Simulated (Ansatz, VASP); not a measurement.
**TiSi2: VASP beside Ansatz**

```
CELL_PARAMETERS angstrom
0.00000 4.36538 3.84016
2.53769 0.00000 3.84016
2.53769 4.36538 0.00000
ATOMIC_POSITIONS crystal
Ti 0.75000 0.75000 0.75000
Ti 0.50000 0.50000 0.50000
Si 0.08682 0.41318 0.08682
Si 0.41318 0.08682 0.41318
Si 0.16318 0.83682 0.16318
Si 0.83682 0.16318 0.83682
```

Alike in both runs: task single point; functional PBE; k mesh 14 × 14 × 14; occupations gaussian, width 0.15 eV; no spin polarisation.

|  | VASP | Ansatz |
| --- | --- | --- |
| version | VASP 6.6.1 | Ansatz 0.2.0 |
| potentials or method | VASP PAW PBE potentials, release 64 (Ti_sv, Si), cutoff 520 eV | scalar-relativistic, plane waves, PAW |
| valence electrons in the cell | 40 | 40 |

```csv
,VASP,Ansatz,Ansatz less VASP
gap on the k mesh at the Fermi level (eV),none,none,-
pressure (GPa),9.9,10.0,+0.07
"traceless stress, the component that is largest in VASP (GPa)",33.88,33.91,+0.033
rms of the force components (eV/Å),0.055,0.056,+0.0009
```

Atom by atom the forces differ by 0.001 eV/Å (rms over components). A gap of «none» marks a metal or a gap that the smearing closes. The functional is the same, so the differences come from potentials, cutoffs and numerics.
